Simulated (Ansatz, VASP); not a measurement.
**HfN: VASP beside Ansatz**

```
Hf N
1.0
     0.00000    2.19123    2.32677
     2.19123    0.00000    2.32677
     2.19123    2.19123    0.00000
Hf N
1 1
Cartesian
  0.0000 0.0000 0.0000
  2.1912 2.1912 2.3268
```

Change from the starting cell: strain -0.030 along x and y, +0.030 along z, atoms carried along.

Alike in both runs: task single point; functional PBE; k mesh 18 × 18 × 18; occupations gaussian, width 0.15 eV; no spin polarisation.

|  | VASP | Ansatz |
| --- | --- | --- |
| version | VASP 6.6.1 | Ansatz 0.2.0 |
| potentials or method | VASP PAW PBE potentials, release 64 (Hf_pv, N), cutoff 520 eV | scalar-relativistic, plane waves, PAW |
| valence electrons in the cell | 15 | 31 |

Ansatz gave:

- gap on the k mesh at the Fermi level (eV): none
- pressure (GPa): 17.4
- traceless stress, the component that is largest in VASP (GPa): -21.68

**Question.** Which values does VASP return?

**Answer.** gap on the k mesh at the Fermi level (eV): none; pressure (GPa): 15.0; traceless stress, the component that is largest in VASP (GPa): -21.46.

A gap of «none» marks a metal or a gap that the smearing closes. VASP's potentials hold 15 valence electrons a cell and Ansatz's 31, so a difference there can come from the potentials and not from the codes.

Neither program's run includes spin-orbit coupling.
